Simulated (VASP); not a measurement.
Wanted: the native input for a VASP 6.6.1 run.

```
Task                   : single point
Functional             : PBE
Potentials or basis    : VASP PAW PBE potentials, release 64 (W_sv, Se)
Cutoff                 : 520 eV
k mesh                 : 6 × 6 × 6
Occupations            : gaussian, width 0.01 eV
Spin                   : no spin polarisation
Dipole correction      : no
Further INCAR settings : ALGO = Normal; EDIFF = 1e-07; NBANDS = 20
```

The structure of WSe2 lies in POSCAR:

```
WSe2
1.0
    1.6510739528      0.9532479911      6.5796479765
   -1.6510739528      0.9532479911      6.5796479765
    0.0000000000     -1.9064959822      6.5796479765
W Se
1 2
Direct
   -0.0000183142     -0.0000183142     -0.0000183142
    0.4176504313      0.4176504313      0.4176504313
    0.2490345497      0.2490345497      0.2490345497
```

These files were run (other wordings do the same):

INCAR

```
  PREC = Accurate
  ENCUT = 520
  EDIFF = 1E-7
  ISMEAR = 0
  SIGMA = 0.01
  LREAL = False
  LASPH = True
  NELM = 60
  ALGO = Normal
  ISIF = 2
  LWAVE = False
  LCHARG = False
  GGA = PE
  NBANDS = 20
```

KPOINTS

```
Automatic mesh
0
Gamma
  6 6 6
```

Potentials or basis: VASP PAW PBE potentials, release 64 (W_sv, Se).

Run with:

```console
$ cat potpaw_PBE.64/W_sv/POTCAR potpaw_PBE.64/Se/POTCAR > POTCAR
$ mpirun -np 1 vasp_std > vasp.out
```

Results of the run:

| Property | Result |
| --- | --- |
| Pressure | 3.7 GPa |
| Largest force | 0.327 eV/Å |
| Band gap on the k mesh | 1.08 eV, indirect (least direct gap 1.57 eV) |

Caveat: spin-orbit coupling is left out, which moves the levels of the heavy elements.

Run time: 84 s on 1 thread of Intel(R) Xeon(R) 6975P-C (Granite Rapids) (shared host), peak memory 0.36 GiB.
